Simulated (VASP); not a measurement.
Here is a VASP 6.6.1 calculation.

The input INCAR:

```
SYSTEM = Si
PREC = Accurate
ENCUT = 600
EDIFF = 1E-6
ISMEAR = -1
SIGMA = 0.05
LREAL = .False.
LASPH = .True.
NELM = 60
ALGO = Normal
ISIF = 3
LWAVE = .False.
LCHARG = .False.
GGA = PS
IBRION = 2
NSW = 100
EDIFFG = -0.002
```

KPOINTS

```
Automatic mesh
0
Gamma
  16 16 16
  0 0 0
```

POSCAR

```
Si
1.0
    0.0000000000      2.7135600000      2.7135600000
    2.7135600000      0.0000000000      2.7135600000
    2.7135600000      2.7135600000      0.0000000000
Si
2
Direct
    0.2500000000      0.2500000000      0.2500000000
    0.0000000000      0.0000000000      0.0000000000
```

Potentials or basis: VASP PAW PBE potentials, release 64 (Si).

Run with:

```bash
$ cat potpaw_PBE.64/Si/POTCAR > POTCAR
$ mpirun -np 1 vasp_std > vasp.out
```

Estimate the relaxed volume.

20.08 Å³/atom.

Estimate the band gap on the k mesh.

0.47 eV (least direct gap 2.52 eV).

Predict the space group after relaxing (to 0.1 Å).

Fd-3m (No. 227).

Step by step:
```
step  energy change (eV)  largest force (eV/Å)  pressure (GPa)  volume (Å³)
   1              0.0000                0.0000            0.46        39.96
   2             -0.0001                0.0000           -0.32        40.29
   3             -0.0003                0.0000            0.00        40.15
```

Caveat: the PAW data sets were made with another functional, which shifts forces and pressure a little. A k mesh can miss the band edges.
